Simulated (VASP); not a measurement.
# Zn: single point with RPBE

The system is Zn.

```
Zn
1.0
     4.43122    0.00000    0.00000
    -2.21561    3.83755    0.00000
     0.00000    0.00000    2.65606
Zn
3
Cartesian
  -2.2156 3.8376 0.0000
  0.0000 2.5584 1.3280
  2.2156 1.2792 1.3280
```

This cell differs from its parent crystal: volume scaled by 0.92.

```json
{
 "Program": "VASP 6.6.1",
 "Task": "single point",
 "Functional": "RPBE",
 "Potentials or basis": "VASP PAW PBE potentials, release 64 (Zn)",
 "Cutoff": "520 eV",
 "k mesh": "9 × 9 × 13",
 "Occupations": "fermi-dirac, width 0.1 eV",
 "Spin": "no spin polarisation",
 "Dipole correction": "no",
 "Further INCAR settings": "ALGO = Normal; EDIFF = 1e-06; NBANDS = 25"
}
```

| Property | Result |
| --- | --- |
| Pressure | 5.7 GPa |
| Band gap on the k mesh | zero (band 18 reaches 7.56 eV, above the bottom of band 19 at 2.38 eV) |

Stress tensor (GPa, compression positive):
```
5.20 0.00 0.00
0.00 5.20 0.00
0.00 0.00 6.62
```

Levels at points of the mesh, in eV from the Fermi level:
```tsv
k point	band 15	band 16	band 17	band 18	band 19	band 20	band 21	band 22
(0.00, 0.00, 0.00)	-7.13	-7.13	0.56	0.56	0.61	0.61	0.86	1.02
```

Wall time 27 s on 1 thread of Intel(R) Xeon(R) 6975P-C (Granite Rapids), with other jobs on the host, peak memory 0.2 GiB.

Caveat: the PAW data sets were made with another functional, which shifts forces and pressure a little.
